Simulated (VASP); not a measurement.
# Ce (Fm-3m) in VASP: settings compared

Ce is run at these levels: r2SCAN, PBE; tasks: single point.

Everything below comes from runs of VASP 6.6.1. Logs are shortened: lines on timing, memory, paths and dates and some standing lists are left out, and cuts for length are marked.

### 1 The cell of the first run

It takes space group Fm-3m (No. 225, cubic). Conventional cell: a = 4.797 Å, b = 4.797 Å, c = 4.797 Å, α = 90.00°, β = 90.00°, γ = 90.00°. Within 4.5 Å of Ce (site symmetry m-3m) lie 12 Ce at 3.39 Å.

### 2 Single point, r2SCAN

POSCAR

```
Ce
1.0
    0.0000000000      2.3984635305      2.3984635305
    2.3984635305      0.0000000000      2.3984635305
    2.3984635305      2.3984635305      0.0000000000
Ce
1
Direct
    0.0000000000      0.0000000000      0.0000000000
```

INCAR.step1

```
  ALGO = Normal
  EDIFF = 1E-4
  ENCUT = 520
  GGA = PE
  ISMEAR = -1
  LASPH = True
  LCHARG = False
  LREAL = False
  LWAVE = True
  NBANDS = 12
  NELM = 60
  PREC = Accurate
  SIGMA = 0.1
```

INCAR.step2

```
  ALGO = Normal
  EDIFF = 1E-6
  ENCUT = 520
  ISIF = 2
  ISMEAR = -1
  ISTART = 1
  LASPH = True
  LCHARG = False
  LMIXTAU = True
  LREAL = False
  LWAVE = False
  METAGGA = R2SCAN
  NBANDS = 12
  NELM = 60
  PREC = Accurate
  SIGMA = 0.1
```

KPOINTS

```
k-points
0
Gamma
  12 12 12
```

Potentials or basis: VASP PAW PBE potentials, release 64 (Ce).

Started as:

```bash
cat potpaw_PBE.64/Ce/POTCAR > POTCAR
cp INCAR.step1 INCAR
mpirun -np 1 vasp_std > vasp.out
cp INCAR.step2 INCAR
mpirun -np 1 vasp_std > vasp.out
```

OUTCAR:

```text
EDIFF = 1E-6
   ENCUT = 520
   ISIF = 2
   ISMEAR = -1
   ISTART = 1
   LASPH = True
   LREAL = False
   METAGGA = R2SCAN
   NELM = 60
   PREC = Accurate

 ion  position               nearest neighbor table
   1  0.000  0.000  0.000-

  LATTYP: Found a face centered cubic cell.
 ALAT       =     4.7969270610

  Lattice vectors:

 A1 = (   0.0000000000,   2.3984635305,   2.3984635305)
 A2 = (   2.3984635305,   0.0000000000,   2.3984635305)
 A3 = (   2.3984635305,   2.3984635305,   0.0000000000)

Analysis of symmetry for initial positions (statically):
=====================================================================
 Subroutine PRICEL returns:
 Original cell was already a primitive cell.

 Routine SETGRP: Setting up the symmetry group for a
 face centered cubic supercell.

 Subroutine GETGRP returns: Found 48 space group operations
 (whereof 48 operations were pure point group operations)
 out of a pool of 48 trial point group operations.

The static configuration has the point symmetry O_h .

Analysis of symmetry for dynamics (positions and initial velocities):
=====================================================================
 Subroutine PRICEL returns:
 Original cell was already a primitive cell.

 Routine SETGRP: Setting up the symmetry group for a
 face centered cubic supercell.

 Subroutine GETGRP returns: Found 48 space group operations
 (whereof 48 operations were pure point group operations)
 out of a pool of 48 trial point group operations.

The dynamic configuration has the point symmetry O_h .

 Subroutine INISYM returns: Found 48 space group operations
 (whereof 48 operations are pure point group operations),
 and found     1 'primitive' translations

----------------------------------------------------------------------------------------

                                     Primitive cell

  volume of cell :      27.5949

  direct lattice vectors                    reciprocal lattice vectors
     0.000000000  2.398463530  2.398463530    -0.208466793  0.208466793  0.208466793
     2.398463530  0.000000000  2.398463530     0.208466793 -0.208466793  0.208466793
     2.398463530  2.398463530  0.000000000     0.208466793  0.208466793 -0.208466793

  length of vectors
     3.391939654  3.391939654  3.391939654     0.361075077  0.361075077  0.361075077

  position of ions in fractional coordinates (direct lattice)
     0.000000000  0.000000000  0.000000000

  ion indices of the primitive-cell ions
[... 80 lines left out ...]
   ISIF   =      2    stress and relaxation
   ISYM   =      2    0-nonsym 1-usesym 2-fastsym
   POTIM  = 0.5000    time-step for ionic-motion
   TEBEG  =    0.0;   TEEND  =   0.0 temperature during run
   PSTRESS=    0.0 pullay stress
   NELECT =      12.0000    total number of electrons
   NUPDOWN=      -1.0000    fix difference up-down
   EMIN   =  10.00;   EMAX   =-10.00  energy-range for DOS
   EFERMI =   0.00;   METHOD = LEGACY
   ISMEAR =    -1;   SIGMA  =   0.10  broadening in eV -4-tet -1-fermi 0-gaus
   EFERMI_NEDOS =   21; number of points for ismear=-14 and -15
   IALGO  =     38    algorithm
   IMIX   =      4    mixing-type and parameters
     AMIX     =   0.40;   BMIX     =  1.00
     AMIX_MAG =   1.60;   BMIX_MAG =  1.00
  volume/ion in A,a.u.               =      27.59       186.22
  Fermi-wavevector in a.u.,A,eV,Ry     =   1.240296  2.343820 20.930318  1.538335
  Thomas-Fermi vector in A             =   2.374743
   LORBIT       =      0    0 simple, 1 ext, 2 COOP (PROOUT), +10 PAW based schemes
   METAGGA = R2SCAN    functional components
   LHFCALC =     F    Hartree Fock is set to
   AEXX    =    0.0000 exact exchange contribution
   IVDW    =     0    specifies the selected vdW correction
   LEPSILON=     F    determine dielectric tensor
   LRPA    =     F    only Hartree local field effects (RPA)
 non-spin polarized calculation
  energy-cutoff  :      520.00
  volume of cell :       27.59
 maximum number of plane-waves:       757
 NGX is ok and might be reduce to    28
   NGX = 13   NGY = 13   NGZ = 13

 number of electron      12.0000000 magnetization

 Free energy of the ion-electron system (eV)
  ---------------------------------------------------
  ext. energy  EPLUGINS =         0.00000000
  ---------------------------------------------------
  free energy    TOTEN  =       -30.84600400 eV

  energy without entropy =      -30.76807993  energy(sigma->0) =      -30.80704196

 E-fermi :   9.1150     XC(G=0): -11.8986

 val. band max:        9.1024731153   @ k =  -0.2500   0.0833   0.0000
 cond. band min:       9.1253545560   @ k =  -0.2500   0.3333   0.0833
 fundamental gap:      0.0228814408
 Fermi energy:         9.1149991171

 k-point     1 :       0.0000    0.0000    0.0000
  band No.  band energies     occupation
      1     -26.9777      2.00000
      2      -7.8208      2.00000
      3      -7.8208      2.00000
      4      -7.8208      2.00000
      5       6.0510      2.00000
      6       8.8499      1.86819
      7       9.5349      0.02958
      8       9.5349      0.02958
      9       9.5349      0.02958
     10      10.4105      0.00000
     11      10.4105      0.00000
     12      10.4105      0.00000
[... 331 lines left out ...]
 k-point    24 :      -0.4167    0.1667    0.0000
  band No.  band energies     occupation
      1     -26.4396      2.00000
      2     -10.2585      2.00000
      3      -8.6909      2.00000
      4      -8.2505      2.00000
      5       7.8136      2.00000
      6       8.6004      1.98843
      7       9.6890      0.00641
      8       9.7592      0.00318
      9       9.7768      0.00267
     10       9.9818      0.00034
     11      10.1267      0.00008
     12      10.1298      0.00008

 [... further k-points ...]

------------------------ aborting loop because EDIFF is reached ----------------------------------------

  FORCE on cell =-STRESS in cart. coord.  units (eV):
  Direction    XX          YY          ZZ          XY          YZ          ZX
  --------------------------------------------------------------------------------------
  -------------------------------------------------------------------------------------
  Total       -0.4858498     -0.4858498     -0.4858498      0.0000000      0.0000000      0.0000000
  in kB      -28.2087095    -28.2087095    -28.2087095      0.0000000      0.0000000      0.0000000
  external PRESSURE =     -28.2087095 kB  Pullay stress =       0.0000000 kB

 VOLUME and BASIS-vectors are now :
 -----------------------------------------------------------------------------
  energy-cutoff  :      520.00
  volume of cell :       27.59
      direct lattice vectors                 reciprocal lattice vectors
     0.000000000  2.398463530  2.398463530    -0.208466793  0.208466793  0.208466793
     2.398463530  0.000000000  2.398463530     0.208466793 -0.208466793  0.208466793
     2.398463530  2.398463530  0.000000000     0.208466793  0.208466793 -0.208466793

 POSITION                                       TOTAL-FORCE (eV/Angst)
 -----------------------------------------------------------------------------------
      0.00000      0.00000      0.00000         0.000000      0.000000      0.000000
 -----------------------------------------------------------------------------------
    total drift:                               -0.000000      0.000000      0.000000

  FREE ENERGIE OF THE ION-ELECTRON SYSTEM (eV)
  ---------------------------------------------------
  free  energy   TOTEN  =       -30.8460040023 eV

  energy  without entropy=      -30.7680799264  energy(sigma->0) =      -30.80704196
```

OSZICAR.step1:

```text
N       E                     dE             d eps       ncg     rms          rms(c)
DAV:   1     0.950844685053E+02    0.95084E+02   -0.51222E+03  1736   0.129E+03
DAV:   2    -0.513307945835E-01   -0.95136E+02   -0.88868E+02  2268   0.187E+02
DAV:   3    -0.617288263786E+01   -0.61216E+01   -0.58530E+01  1944   0.685E+01
DAV:   4    -0.650921641356E+01   -0.33633E+00   -0.28284E+00  3304   0.113E+01
DAV:   5    -0.651560944513E+01   -0.63930E-02   -0.63852E-02  2936   0.180E+00    0.842E+00
DAV:   6    -0.661250488015E+01   -0.96895E-01   -0.12098E+01  2764   0.208E+01    0.712E+00
DAV:   7    -0.605824174969E+01    0.55426E+00   -0.57613E+00  2912   0.189E+01    0.362E+00
DAV:   8    -0.597221293588E+01    0.86029E-01   -0.78817E-01  2856   0.585E+00    0.515E-01
DAV:   9    -0.597301590267E+01   -0.80297E-03   -0.34898E-02  2916   0.125E+00    0.181E-01
DAV:  10    -0.597360325460E+01   -0.58735E-03   -0.29890E-03  3020   0.269E-01    0.110E-01
DAV:  11    -0.597360681229E+01   -0.35577E-05   -0.10930E-04  1536   0.909E-02
   1 F= -.59736068E+01 E0= -.59211166E+01  d E =-.104980E+00
```

It took 6.7 min on 1 thread of Intel Xeon 8259CL, shared host; peak memory 0.17 GiB.

Results:

- Free energy: -30.8460 eV
- Pressure: -2.8 GPa
- Band gap on the k mesh: zero (bands 6 and 7 overlap by 0.61 eV)

Caveat: the PAW data sets were made with another functional, which shifts forces and pressure a little; spin-orbit coupling is left out, which moves the levels of the heavy elements; semilocal functionals describe open f shells poorly, which spoils levels, moments and volumes.

### 3 Single point, PBE

This run uses another cell than the first one, of 24.94 Å³/atom.

INCAR

```
SYSTEM = Ce
PREC = Accurate ; ENCUT = 520
EDIFF = 1E-6 ; ISMEAR = -1
SIGMA = 0.06122561905347299 ; LREAL = .False.
LASPH = .True. ; NELM = 80
ALGO = Normal ; ISIF = 2
LWAVE = .False. ; LCHARG = .False.
GGA = PE ; NBANDS = 12
```

KPOINTS

```
Automatic mesh
0
Gamma
  40 40 40
  0 0 0
```

POSCAR

```
Ce
1.0
    0.0000000000      2.3189850954      2.3189850954
    2.3189850954      0.0000000000      2.3189850954
    2.3189850954      2.3189850954      0.0000000000
Ce
1
Direct
    0.0000000000      0.0000000000      0.0000000000
```

Potentials or basis: VASP PAW PBE potentials, release 64 (Ce).

Started as:

```bash
cat potpaw_PBE.64/Ce/POTCAR > POTCAR
mpirun -np 1 vasp_std > vasp.out
```

Run time: 17 min. Hardware: 1 thread of Intel Xeon 8259CL, shared host; peak memory 0.65 GiB.

The run converged. Its results:

* Free energy: -5.9324 eV
* Pressure: 2.5 GPa
* Band gap on the k mesh: zero (bands 6 and 7 overlap by 0.54 eV)

Levels at points of the mesh, in eV from the Fermi level:
| k point | band 4 | band 5 | band 6 | band 7 | band 8 | band 9 |
| --- | --- | --- | --- | --- | --- | --- |
| (0.00, 0.00, 0.00) | -15.74 | -2.72 | -0.28 | 0.40 | 0.40 | 0.40 |
| (0.50, 0.00, 0.00) | -16.16 | -2.17 | -0.17 | 0.49 | 0.49 | 0.81 |
| (0.50, 0.50, 0.00) | -16.93 | -3.13 | -2.47 | 0.55 | 0.68 | 0.68 |

Caveat: spin-orbit coupling is left out, which moves the levels of the heavy elements; semilocal functionals describe open f shells poorly, which spoils levels, moments and volumes. Spin polarisation is off, so any magnetic state and its effect on volume and gap are missing.

The gap in the log of VASP goes by the Fermi energy; the results here count the filled bands.